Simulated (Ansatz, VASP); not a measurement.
# BN in VASP and in Ansatz

The input INCAR:

```
SYSTEM = BN
ALGO = Normal
EDIFF = 1E-6
ENCUT = 600
GGA = PS
GGA_COMPAT = .FALSE.
ISIF = 2
ISMEAR = 0
LASPH = .TRUE.
LCHARG = .TRUE.
LELF = .TRUE.
LREAL = .FALSE.
LVHAR = .TRUE.
LWAVE = .FALSE.
NBANDS = 11
NELM = 120
PREC = Accurate
SIGMA = 0.01
```

Contents of KPOINTS:

```
k-points
0
G
  10 10 10
  0 0 0
```

The input POSCAR:

```
BN
1.0
    0.0000000000      1.8075000000      1.8075000000
    1.8075000000      0.0000000000      1.8075000000
    1.8075000000      1.8075000000      0.0000000000
B N
1 1
Direct
    0.0000000000      0.0000000000      0.0000000000
    0.7500000000      0.7500000000      0.7500000000
```

Input for Ansatz:

```yaml
crystal:
  lattice:
    bravais: fcc
    a: 3.615
  space_group: 216
  atoms:
    - { symbol: B, position: [0.0, 0.0, 0.0] }
    - { symbol: "N", position: [0.25, 0.25, 0.75] }
  reduce_to_primitive: true
kpoints:
  mp_grid:
    grid: [10, 10, 10]
hamiltonian:
  xc: pbesol
  pseudopotentials:
    kind: all_electron
    lapw: {}
scf:
  occupations:
    method: fixed
output:
  forces: true
  stress: true
  eigenvalues: true
```

Alike in both runs: task single point; functional PBEsol; k mesh 10 × 10 × 10; no spin polarisation.

```csv
,VASP,Ansatz
version,VASP 6.6.1,Ansatz 0.2.0
potentials or method,"VASP PAW PBE potentials, release 64 (B, N), cutoff 600 eV",all-electron (LAPW or listed datasets)
occupations,"gaussian, width 0.01 eV",fixed
```

```tsv
	VASP	Ansatz	Ansatz less VASP
gap on the k mesh at the Fermi level (eV)	4.28	4.28	+0.008
pressure (GPa)	-2.6	-2.9	-0.29
```

VASP's potentials were made for PBE, not for PBEsol. Ansatz ran all-electron here, and VASP with PAW potentials.
